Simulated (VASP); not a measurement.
Crystal: Sn2Sb3Te.

```xyz
6
Lattice="4.3300 0.0000 0.0000 -2.1650 3.7499 0.0000 0.0000 0.0000 10.6000" Properties=species:S:1:pos:R:3 pbc="T T T"
Sn    2.1650    1.2500    3.5510
Sn    0.0000    2.4999    7.0490
Sb    0.0000    2.4999    1.7490
Sb    2.1650    1.2500    8.8510
Sb    0.0000    0.0000    5.3000
Te    0.0000    0.0000    0.0000
```

| Item | Value |
| --- | --- |
| Program | VASP 6.6.1 |
| Task | relaxation of cell and atoms |
| Functional | PBE |
| Potentials or basis | VASP PAW PBE potentials, release 64 (Sn_d, Sb, Te) |
| Cutoff | 600 eV |
| k mesh | 4 × 4 × 2 |
| Occupations | gaussian, width 0.2 eV |
| Spin | no spin polarisation |

At the start: pressure 2.6 GPa; volume 28.69 Å³/atom.

Question: Where does the relaxation end?

Answer: Over 7 steps the energy falls by 22.3 meV/atom and the volume is 30.03 Å³/atom (+4.7 %); space group P-3m1 (No. 164, to 0.1 Å) before and after.

Step by step:
```tsv
step	energy change (eV)	largest force (eV/Å)	pressure (GPa)	volume (Å³)
1	0.0000	0.6454	2.64	172.11
2	-0.0826	0.3168	-1.10	184.17
3	-0.0897	0.3824	-0.32	181.37
4	-0.1069	0.3112	-0.24	180.74
5	-0.1316	0.0899	0.12	179.02
6	-0.1324	0.0830	0.23	178.63
7	-0.1337	0.0619	-0.24	180.18
```

Final structure:
```
Sn Sb Te
1.0
     4.44015    0.00000    0.00000
    -2.22008    3.84528    0.00000
     0.00000    0.00000   10.55282
Sn Sb Te
2 3 1
Direct
  0.66667 0.33333 0.33583
  0.33333 0.66667 0.66417
  0.33333 0.66667 0.17615
  0.66667 0.33333 0.82385
  0.00000 0.00000 0.50000
  0.00000 0.00000 0.00000
```

Caveat: the k points lie up to 0.41 Å⁻¹ apart in the final cell, too coarse for converged energies and pressures of a metal; an odd number of electrons without spin polarisation forces a metal; a magnetic or distorted state may lie lower; the relaxation stopped at a loose force limit of 0.08 eV/Å, so its end isn't a converged minimum.
